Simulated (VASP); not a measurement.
Here is a VASP 6.6.1 calculation.

File INCAR:

```
  ALGO = Normal
  EDIFF = 1E-7
  ENCUT = 520
  GGA = PE
  ISIF = 2
  ISMEAR = -1
  IVDW = 12
  LASPH = True
  LCHARG = True
  LELF = True
  LREAL = Auto
  LVHAR = True
  LWAVE = False
  NBANDS = 45
  NELM = 60
  PREC = Accurate
  SIGMA = 0.02
```

Contents of KPOINTS:

```
k-points
0
Gamma
  1 1 1
```

Contents of POSCAR:

```
H15NO6
1.0
    5.8196320000      0.0000000000      0.0000000000
    0.0000000000      5.8196320000      0.0000000000
    0.0000000000      0.0000000000      5.8196320000
O H N
6 15 1
Direct
    1.0821818287      0.6393703244      0.8316677068
   -0.0350365796      0.1657149455      0.6917447701
    0.6241459941      0.8746944824     -0.0539896681
    0.6414151273      0.1690484897      0.3751439954
    0.4754080670      0.3832201074      0.9509707830
    0.3852992767      0.7083781243      0.4971448366
    1.0930072554      0.7429507570      0.9875366690
    1.0272986333      0.4836388280      0.8298978355
   -0.1281696162      0.1575185510      0.5508423900
    0.0085056925     -0.0013746574      0.7105603928
    0.7662855658      0.8817396014     -0.1383077143
    0.6451095190      0.7197190475      0.0044848197
    0.5620973972      0.3073733872      0.3346775191
    0.6371536894      0.0685610362      0.2363551510
    0.3491973376      0.4656651830      0.8724434810
    0.5381096262      0.2684534005      0.8371663363
    0.5025403668      0.7387065024      0.6031137364
    0.2501189079      0.6897343337      0.5983368021
    0.0433188903      0.0882014533      0.1678628477
    0.2014216706     -0.1120517586      0.3030775829
    0.3085933956      0.0352427782      0.0842321301
    0.1652338155     -0.0455527085      0.1486691942
```

Potentials or basis: VASP PAW PBE potentials, release 64 (O, H, N).

The run is started by

```bash
$ cat potpaw_PBE.64/O/POTCAR potpaw_PBE.64/H/POTCAR potpaw_PBE.64/N/POTCAR > POTCAR
$ mpirun -np 1 vasp_gam > vasp.out
```

Predict the dispersion energy per atom.

-0.039 eV.

What does it give for the largest force?

2.499 eV/Å.

Forces in eV/Å, atoms in the order of the input:
```
O    0.237  1.264  0.318
O    0.554 -1.769  0.339
O    0.185 -0.339  0.336
O    0.653 -1.239 -0.316
O    0.408 -0.888 -0.940
O   -1.335 -0.715 -1.503
H    0.288 -0.300 -0.559
H   -0.615 -0.648  0.357
H   -0.555  0.475 -0.288
H    0.157  1.587 -0.003
H    0.529  0.709 -0.421
H   -0.730 -0.513  0.345
H   -0.459  0.758 -0.416
H   -0.101  0.480  0.460
H    0.270 -0.136  0.159
H   -0.567  1.106  0.880
H    1.498  0.646  1.348
H    0.042 -0.238  0.257
H    0.808 -1.101 -0.078
H    0.643 -0.153  0.844
H   -0.232 -0.316  0.168
N   -1.680  1.330 -1.287
```

Caveat: the k points lie up to 1.08 Å⁻¹ apart.
